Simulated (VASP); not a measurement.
# CdSe (P6/mmm) in VASP: single point with PBE

Aim: the single point of CdSe with PBE.

Program: VASP 6.6.1. These are calculated values, not measurements. Logs are shortened: lines on timing, memory, paths and dates and some standing lists are left out, and cuts for length are marked.

## Step 1: The cell of the first run

The structure is hexagonal, space group P6/mmm (No. 191). The conventional cell has a = 2.953 Å, b = 2.953 Å, c = 6.151 Å, α = 90.00°, β = 90.00°, γ = 120.00°. Within 3.9 Å of Cd (site symmetry 6/mmm) lie 6 Cd at 2.95 Å and 2 Se at 3.08 Å. Within 3.9 Å of Se (site symmetry 6/mmm) lie 6 Se at 2.95 Å and 2 Cd at 3.08 Å.

## Step 2: Single point, PBE

POSCAR reads:

```
CdSe
1.0
    2.9532293744      0.0000000000      0.0000000000
   -1.4766146872      2.5575716614      0.0000000000
    0.0000000000      0.0000000000      6.1509987756
Cd Se
1 1
Direct
    0.0000000000      0.0000000000      0.5000000000
    0.0000000000      0.0000000000      0.0000000000
```

INCAR.step1 reads:

```
SYSTEM = CdSe
ALGO = Normal ; EDIFF = 1E-6
ENCUT = 520 ; GGA = PE
ISIF = 2 ; ISMEAR = 0
LASPH = .True. ; LCHARG = .True.
LREAL = .False. ; LWAVE = .False.
NBANDS = 16 ; NELM = 60
PREC = Accurate ; SIGMA = 0.1
```

KPOINTS.step1 reads:

```
k-points
0
Gamma
  24 24 10
  0 0 0
```

INCAR.step2 reads:

```
SYSTEM = CdSe
ALGO = Normal ; EDIFF = 1E-6
ENCUT = 520 ; GGA = PE
ICHARG = 11 ; ISIF = 2
ISMEAR = -5 ; LASPH = .True.
LCHARG = .False. ; LORBIT = 11
LREAL = .False. ; LWAVE = .False.
NEDOS = 2001 ; NELM = 60
PREC = Accurate ; SIGMA = 0.1
```

KPOINTS.step2 reads:

```
k-points
0
Gamma
  36 36 15
  0 0 0
```

Potentials or basis: VASP PAW PBE potentials, release 64 (Cd, Se).

On the command line:

```
cat potpaw_PBE.64/Cd/POTCAR potpaw_PBE.64/Se/POTCAR > POTCAR
cp INCAR.step1 INCAR
cp KPOINTS.step1 KPOINTS
mpirun -np 1 vasp_std > vasp.out
cp INCAR.step2 INCAR
cp KPOINTS.step2 KPOINTS
mpirun -np 1 vasp_std > vasp.out
```

OUTCAR:

```text
SYSTEM = CdSe
   EDIFF = 1E-6
   ENCUT = 520
   GGA = PE
   ICHARG = 11
   ISIF = 2
   ISMEAR = -5
   LASPH = .True.
   LORBIT = 11
   LREAL = .False.
   NELM = 60
   PREC = Accurate

 ion  position               nearest neighbor table
   1  0.000  0.000  0.500-   2 3.08   2 3.08
   2  0.000  0.000  0.000-   1 3.08   1 3.08

  LATTYP: Found a hexagonal cell.
 ALAT       =     2.9532293744
 C/A-ratio  =     2.0828042782

  Lattice vectors:

 A1 = (   2.9532293744,   0.0000000000,   0.0000000000)
 A2 = (  -1.4766146872,   2.5575716614,   0.0000000000)
 A3 = (   0.0000000000,   0.0000000000,   6.1509987756)

Analysis of symmetry for initial positions (statically):
=====================================================================
 Subroutine PRICEL returns:
 Original cell was already a primitive cell.

 Routine SETGRP: Setting up the symmetry group for a
 hexagonal supercell.

 Subroutine GETGRP returns: Found 24 space group operations
 (whereof 24 operations were pure point group operations)
 out of a pool of 24 trial point group operations.

The static configuration has the point symmetry D_6h.

Analysis of symmetry for dynamics (positions and initial velocities):
=====================================================================
 Subroutine PRICEL returns:
 Original cell was already a primitive cell.

 Routine SETGRP: Setting up the symmetry group for a
 hexagonal supercell.

 Subroutine GETGRP returns: Found 24 space group operations
 (whereof 24 operations were pure point group operations)
 out of a pool of 24 trial point group operations.

The dynamic configuration has the point symmetry D_6h.

 Subroutine INISYM returns: Found 24 space group operations
 (whereof 24 operations are pure point group operations),
 and found     1 'primitive' translations

----------------------------------------------------------------------------------------

                                     Primitive cell

  volume of cell :      46.4591

  direct lattice vectors                    reciprocal lattice vectors
     2.953229374  0.000000000  0.000000000     0.338612371  0.195497943  0.000000000
    -1.476614687  2.557571661  0.000000000     0.000000000  0.390995887  0.000000000
     0.000000000  0.000000000  6.150998776     0.000000000  0.000000000  0.162575223

  length of vectors
     2.953229374  2.953229374  6.150998776     0.390995887  0.390995887  0.162575223

  position of ions in fractional coordinates (direct lattice)
     0.000000000  0.000000000  0.500000000
     0.000000000  0.000000000  0.000000000

  ion indices of the primitive-cell ions
   primitive index   ion index
                 1           1
                 2           2

----------------------------------------------------------------------------------------

 KPOINTS: k-points

Automatic generation of k-mesh.
 Grid dimensions read from file:
 generate k-points for:   36   36   15

 Generating k-lattice:

  Cartesian coordinates                     Fractional coordinates (reciprocal lattice)
     0.009405899  0.005430498  0.000000000     0.027777778 -0.000000000  0.000000000
     0.000000000  0.010860997  0.000000000     0.000000000  0.027777778  0.000000000
     0.000000000  0.000000000  0.010838348     0.000000000  0.000000000  0.066666667

  Length of vectors
     0.010860997  0.010860997  0.010838348

  Shift w.r.t. Gamma in fractional coordinates (k-lattice)
     0.000000000  0.000000000  0.000000000

 TETIRR: Found  19011 inequivalent tetrahedra from   116640

 Subroutine IBZKPT returns following result:
 ===========================================

 Found   1016 irreducible k-points:

 Following reciprocal coordinates:
            Coordinates               Weight
  0.000000  0.000000  0.000000      1.000000
  0.027778  0.000000  0.000000      6.000000
  0.055556  0.000000  0.000000      6.000000
  0.083333  0.000000  0.000000      6.000000
  0.111111  0.000000  0.000000      6.000000
  0.138889  0.000000  0.000000      6.000000
[... 16 lines left out ...]
  0.111111  0.027778  0.000000     12.000000
  0.138889  0.027778  0.000000     12.000000
 [... further k-points ...]
   k-points           NKPTS =   1016   k-points in BZ     NKDIM =   1016   number of bands    NBANDS=     13
   number of dos      NEDOS =   2001   number of ions     NIONS =      2
   total plane-waves  NPLWV =  27648
   dimension x,y,z NGX =    24 NGY =   24 NGZ =   48
   dimension x,y,z NGXF=    48 NGYF=   48 NGZF=   96
   ions per type =               1   1
   NGX,Y,Z   is equivalent  to a cutoff of  13.51, 13.51, 12.97 a.u.
   NGXF,Y,Z  is equivalent  to a cutoff of  27.02, 27.02, 25.95 a.u.
 SYSTEM =  CdSe
   PREC   = accura    normal or accurate (medium, high low for compatibility)
   ISTART =      0    job   : 0-new  1-cont  2-samecut
   ICHARG =     11    charge: 1-file 2-atom 10-const
   ISPIN  =      1    spin polarized calculation?
   LNONCOLLINEAR =      F non collinear calculations
   LSORBIT =      F    spin-orbit coupling
   LASPH  =      T    aspherical Exc in radial PAW
   ENCUT  =  520.0 eV  38.22 Ry    6.18 a.u.   5.49  5.49 11.44*2*pi/ulx,y,z
   NELM   =     60;   NELMIN=  2; NELMDL=  0     # of ELM steps
   EDIFF  = 0.1E-05   stopping-criterion for ELM
   LREAL  =      F    real-space projection
   EDIFFG = 0.1E-04   stopping-criterion for IOM
   NSW    =      0    number of steps for IOM
   IBRION =     -1    ionic relax: 0-MD 1-quasi-New 2-CG
   NFREE  =      0    steps in history (QN), initial steepest desc. (CG)
   ISIF   =      2    stress and relaxation
   ISYM   =      2    0-nonsym 1-usesym 2-fastsym
   POTIM  = 0.5000    time-step for ionic-motion
   TEBEG  =    0.0;   TEEND  =   0.0 temperature during run
   PSTRESS=    0.0 pullay stress
   NELECT =      18.0000    total number of electrons
   NUPDOWN=      -1.0000    fix difference up-down
   EMIN   =  10.00;   EMAX   =-10.00  energy-range for DOS
   EFERMI =   0.00;   METHOD = LEGACY
   ISMEAR =    -5;   SIGMA  =   0.10  broadening in eV -4-tet -1-fermi 0-gaus
   EFERMI_NEDOS =   21; number of points for ismear=-14 and -15
   IALGO  =     38    algorithm
   IMIX   =      4    mixing-type and parameters
     AMIX     =   0.40;   BMIX     =  1.00
     AMIX_MAG =   1.60;   BMIX_MAG =  1.00
  volume/ion in A,a.u.               =      23.23       156.76
  Fermi-wavevector in a.u.,A,eV,Ry     =   1.193463  2.255317 19.379497  1.424353
  Thomas-Fermi vector in A             =   2.329476
   LORBIT       =     11    0 simple, 1 ext, 2 COOP (PROOUT), +10 PAW based schemes
   GGA     = PE    functional components
   LHFCALC =     F    Hartree Fock is set to
   AEXX    =    0.0000 exact exchange contribution
   IVDW    =     0    specifies the selected vdW correction
   LEPSILON=     F    determine dielectric tensor
   LRPA    =     F    only Hartree local field effects (RPA)
 non-spin polarized calculation
 Fermi weights with tetrahedron method with Bloechl corrections
  energy-cutoff  :      520.00
  volume of cell :       46.46
 maximum number of plane-waves:      1283
 NGX is ok and might be reduce to    24

 number of electron      18.0000000 magnetization

 Free energy of the ion-electron system (eV)
  ---------------------------------------------------
  ext. energy  EPLUGINS =         0.00000000
  ---------------------------------------------------
  free energy    TOTEN  =        -4.04205603 eV

  energy without entropy =       -4.04205603  energy(sigma->0) =       -4.04205603

 E-fermi :   3.0395     XC(G=0): -10.2027

 val. band max:        3.1079559751   @ k =   0.4444   0.0833   0.0000
 cond. band min:       2.9861376001   @ k =   0.2778   0.1389   0.4000
 fundamental gap:     -0.1218183750
 Fermi energy:         3.0394984585

 k-point     1 :       0.0000    0.0000    0.0000
  band No.  band energies     occupation
      1     -11.8730      2.00000
      2      -6.2134      2.00000
      3      -5.6978      2.00000
      4      -5.6978      2.00000
      5      -4.9755      2.00000
      6      -4.9755      2.00000
      7      -2.7037      2.00000
      8      -1.8495      2.00000
      9       6.4213      0.00000
     10       6.4213      0.00000
     11       7.4674      0.00000
     12      12.4165      0.00000
     13      14.2587      0.00000

 k-point     2 :       0.0278    0.0000    0.0000
  band No.  band energies     occupation
      1     -11.8585      2.00000
      2      -6.2039      2.00000
      3      -5.7011      2.00000
      4      -5.6904      2.00000
      5      -4.9837      2.00000
      6      -4.9767      2.00000
      7      -2.6898      2.00000
      8      -1.8315      2.00000
      9       6.3093      0.00000
     10       6.3943      0.00000
     11       7.4872      0.00000
     12      12.4285      0.00000
     13      14.3518      0.00000

 k-point     3 :       0.0556    0.0000    0.0000
  band No.  band energies     occupation
      1     -11.8153      2.00000
      2      -6.1764      2.00000
      3      -5.7105      2.00000
      4      -5.6682      2.00000
      5      -5.0078      2.00000
      6      -4.9804      2.00000
      7      -2.6478      2.00000
      8      -1.7778      2.00000
      9       5.9922      0.00000
     10       6.3155      0.00000
     11       7.5464      0.00000
     12      12.4643      0.00000
     13      14.5771      0.00000
[... 305 lines left out ...]
 k-point    23 :       0.1111    0.0278    0.0000
  band No.  band energies     occupation
      1     -11.5725      2.00000
      2      -6.0536      2.00000
      3      -5.7440      2.00000
      4      -5.5438      2.00000
      5      -5.1300      2.00000
      6      -5.0009      2.00000
      7      -2.3985      2.00000
      8      -1.4857      2.00000
      9       4.5620      0.00000
     10       5.8976      0.00000
     11       7.8692      0.00000
     12      12.6587      0.00000
     13      14.1318      0.00000

 k-point    24 :       0.1389    0.0278    0.0000
  band No.  band energies     occupation
      1     -11.4318      2.00000
      2      -6.0185      2.00000
      3      -5.7328      2.00000
      4      -5.4752      2.00000
      5      -5.1926      2.00000
      6      -5.0121      2.00000
      7      -2.2435      2.00000
      8      -1.3220      2.00000
      9       3.8875      0.00000
     10       5.6926      0.00000
     11       8.0488      0.00000
     12      12.7594      0.00000
     13      13.6600      0.00000

 [... further k-points ...]

------------------------ aborting loop because EDIFF is reached ----------------------------------------

  FORCE on cell =-STRESS in cart. coord.  units (eV):
  Direction    XX          YY          ZZ          XY          YZ          ZX
  --------------------------------------------------------------------------------------
  -------------------------------------------------------------------------------------
  Total        0.0433283      0.0433283      0.1150960      0.0000000      0.0000000      0.0000000
  in kB        1.4942095      1.4942095      3.9691750      0.0000000      0.0000000      0.0000000
  external PRESSURE =       2.3191980 kB  Pullay stress =       0.0000000 kB

 VOLUME and BASIS-vectors are now :
 -----------------------------------------------------------------------------
  energy-cutoff  :      520.00
  volume of cell :       46.46
      direct lattice vectors                 reciprocal lattice vectors
     2.953229374  0.000000000  0.000000000     0.338612371  0.195497943  0.000000000
    -1.476614687  2.557571661  0.000000000     0.000000000  0.390995887  0.000000000
     0.000000000  0.000000000  6.150998776     0.000000000  0.000000000  0.162575223

 POSITION                                       TOTAL-FORCE (eV/Angst)
 -----------------------------------------------------------------------------------
      0.00000      0.00000      3.07550        -0.000000      0.000000      0.000000
      0.00000      0.00000      0.00000         0.000000      0.000000      0.000000
 -----------------------------------------------------------------------------------
    total drift:                               -0.000000      0.000000      0.000000

  FREE ENERGIE OF THE ION-ELECTRON SYSTEM (eV)
  ---------------------------------------------------
  free  energy   TOTEN  =        -4.0420560331 eV

  energy  without entropy=       -4.0420560331  energy(sigma->0) =       -4.04205603

 total charge

# of ion       s       p       d       tot
------------------------------------------
    1        0.543   0.269   9.495  10.307
    2        1.524   2.089   0.040   3.653
--------------------------------------------------
tot          2.067   2.358   9.535  13.960
```

Run time: 14 min. Hardware: 1 thread of Intel Xeon 8259CL, shared host; peak memory 0.76 GiB.

What came out:

```yaml
Valence_electrons_inside_the_program's_atomic_spheres: Cd 10.31; Se 3.65
```
